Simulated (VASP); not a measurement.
A run of VASP 6.6.1 is set up as follows.

The input INCAR:

```
SYSTEM = GaN
PREC = Accurate
ENCUT = 520
EDIFF = 1E-6
ISMEAR = 0
SIGMA = 0.1
LREAL = .FALSE.
LASPH = .TRUE.
NELM = 80
ALGO = Normal
ISIF = 2
LWAVE = .FALSE.
LCHARG = .FALSE.
GGA = PE
NBANDS = 46
```

The input KPOINTS:

```
Automatic mesh
0
G
  4 4 4
  0 0 0
```

The input POSCAR:

```
GaN
1.0
   -3.6104136280      3.6104136280      2.7783280295
    3.6104136280     -3.6104136280      2.7783280295
    3.6104136280      3.6104136280     -2.7783280295
Ga N
4 4
Direct
    0.2476157285      0.1250000000      0.6226157285
    0.5023842715      0.6250000000      0.3773842715
    0.8750000000      0.4976157285      0.1226157285
    0.3750000000      0.7523842715      0.8773842715
    0.8750000000      0.7537480116      0.3787480116
    0.3750000000      0.4962519884      0.6212519884
    0.2462519884      0.6250000000      0.1212519884
    0.5037480116      0.1250000000      0.8787480116
```

Potentials or basis: VASP PAW PBE potentials, release 64 (Ga_d, N).

Run with:

```sh
$ cat potpaw_PBE.64/Ga_d/POTCAR potpaw_PBE.64/N/POTCAR > POTCAR
$ mpirun -np 1 vasp_std > vasp.out
```

(1) Estimate the largest force.

(2) What does it give for the pressure?

(3) What does it give for the band gap on the k mesh?

Results:

(1) 0.006 eV/Å.

(2) -0.2 GPa.

(3) 1.30 eV (least direct gap 1.39 eV).
